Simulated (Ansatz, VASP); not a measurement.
Two plane-wave programs on HfO2

```xyz
6
Lattice="0.0000 -2.5489 -2.5489 0.0000 2.5489 -2.5489 5.0978 0.0000 0.0000" Properties=species:S:1:pos:R:3 pbc="T T T"
Hf    2.5489   -0.0786   -2.5489
Hf    0.0000    0.0786    0.0000
O     3.6470    1.2745   -1.2750
O     1.4509   -1.2745   -1.2739
O     1.0981    1.2745   -1.2750
O     3.9998   -1.2745   -1.2739
```

Change from the starting cell: mode 1 frozen in at -0.176 Å and mode 5 at -0.079 Å (largest displacements).

Alike in both runs: task single point; functional PBE; k mesh 6 × 6 × 6; occupations gaussian, width 0.05 eV; no spin polarisation.

```csv
,VASP,Ansatz
version,VASP 6.6.1,Ansatz 0.2.0
potentials or method,"VASP PAW PBE potentials, release 64 (Hf_pv, O), cutoff 520 eV","scalar-relativistic, plane waves, PAW"
valence electrons in the cell,44,76
```

|  | VASP | Ansatz | Ansatz less VASP |
| --- | --- | --- | --- |
| gap on the k mesh at the Fermi level (eV) | 4.40 | 4.39 | -0.012 |
| least direct gap on the mesh (eV) | 4.49 | 4.50 | +0.007 |
| pressure (GPa) | -0.2 | 3.4 | +3.56 |
| traceless stress, the component that is largest in VASP (GPa) | 3.58 | 3.49 | -0.098 |
| rms of the force components (eV/Å) | 0.269 | 0.273 | +0.0042 |

Atom by atom the forces differ by 0.021 eV/Å (rms over components). VASP's potentials hold 44 valence electrons a cell and Ansatz's 76, so a difference there can come from the potentials and not from the codes.

Spin-orbit coupling is off throughout.
